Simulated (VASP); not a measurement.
KCl, 4 atoms in the cell. The structure is hexagonal, space group P6_3/mmc (No. 194). Conventional cell: a = 4.340 Å, b = 4.340 Å, c = 7.636 Å, α = 90.00°, β = 90.00°, γ = 120.00°. Within 4.1 Å of K (site symmetry -3m) lie 6 Cl at 3.15 Å and 2 K at 3.82 Å. Within 4.1 Å of Cl (site symmetry -6m2) lie 6 K at 3.15 Å. 

| Quantity | Value |
| --- | --- |
| Program | VASP 6.6.1 |
| Task | single point |
| Functional | PBE |
| Potentials or basis | VASP PAW PBE potentials, release 64 (K_sv, Cl) |
| Cutoff | 520 eV |
| k mesh | 6 × 6 × 4 |
| Occupations | gaussian, width 0.01 eV |
| Spin | no spin polarisation |
| Dipole correction | no |
| Further INCAR settings | ALGO = Normal; EDIFF = 1e-06; NBANDS = 24 |

Potentials or basis: VASP PAW PBE potentials, release 64 (K_sv, Cl).

The run is started by

```bash
$ cat potpaw_PBE.64/K_sv/POTCAR potpaw_PBE.64/Cl/POTCAR > POTCAR
$ mpirun -np 1 vasp_std > vasp.out
```

Hardware: 1 thread of Intel Xeon 8259CL, on a shared host.

How long does it take, and how much memory?

Run time: 75 s on 1 thread of Intel Xeon 8259CL (shared host), peak memory 0.25 GiB. Counts: scf iterations 13, k points 21.
